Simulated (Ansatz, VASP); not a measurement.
**W in VASP and in Ansatz**

Contents of INCAR:

```
ALGO     = Normal         # electronic algorithm
EDIFF    = 1E-8           # SCF threshold, eV
ENCUT    = 520            # plane-wave cutoff, eV
GGA      = PE             # functional
ISIF     = 2              # what is computed and relaxed
ISMEAR   = -1             # smearing method
LASPH    = True           # aspherical terms in the spheres
LCHARG   = False          # write CHGCAR
LEFG     = True         
LREAL    = False          # projectors in reciprocal space
LWAVE    = False          # write WAVECAR
NBANDS   = 13             # bands
NELM     = 100            # most SCF steps
PREC     = Accurate       # precision mode
SIGMA    = 0.08           # smearing width, eV
```

Contents of KPOINTS:

```
k-points
0
Gamma
  14 14 14
```

The input POSCAR:

```
W
1.0
   -1.6286275613      1.6286275613      1.6286275613
    1.6286275613     -1.6286275613      1.6286275613
    1.6286275613      1.6286275613     -1.6286275613
W
1
Direct
    0.0000000000      0.0000000000      0.0000000000
```

Input for Ansatz:

```yaml
crystal:
  lattice:
    - [-1.6286275613, 1.6286275613, 1.6286275613]
    - [1.6286275613, -1.6286275613, 1.6286275613]
    - [1.6286275613, 1.6286275613, -1.6286275613]
  atoms:
    - { symbol: W, position: [0.0, 0.0, 0.0] }
kpoints:
  mp_grid: { grid: [14, 14, 14] }
scf:
  occupations: { method: fermi_dirac, width: 0.08 }
hamiltonian:
  xc: pbe
  pseudopotentials: { kind: paw }
output:
  forces: true
  stress: true
  eigenvalues: true
  efg: { contact_densities: true }
```

Change from the starting cell: volume scaled by 1.06, PAW files.

Alike in both runs: task electric field gradients; functional PBE; k mesh 14 × 14 × 14; occupations fermi-dirac, width 0.08 eV; no spin polarisation.

```csv
,VASP,Ansatz
version,VASP 6.6.1,Ansatz 0.2.0
potentials or method,"VASP PAW PBE potentials, release 64 (W_sv)","PAW with Ansatz's default frozen-core files, scalar-relativistic"
plane-wave cutoff (eV),520,420
valence electrons in the cell,14,14
```

VASP gave:

```
pressure (GPa) : -17.5
```

Question: Which values does Ansatz return?

Answer: Pressure (GPa): -17.8.

Spin-orbit coupling is off throughout.
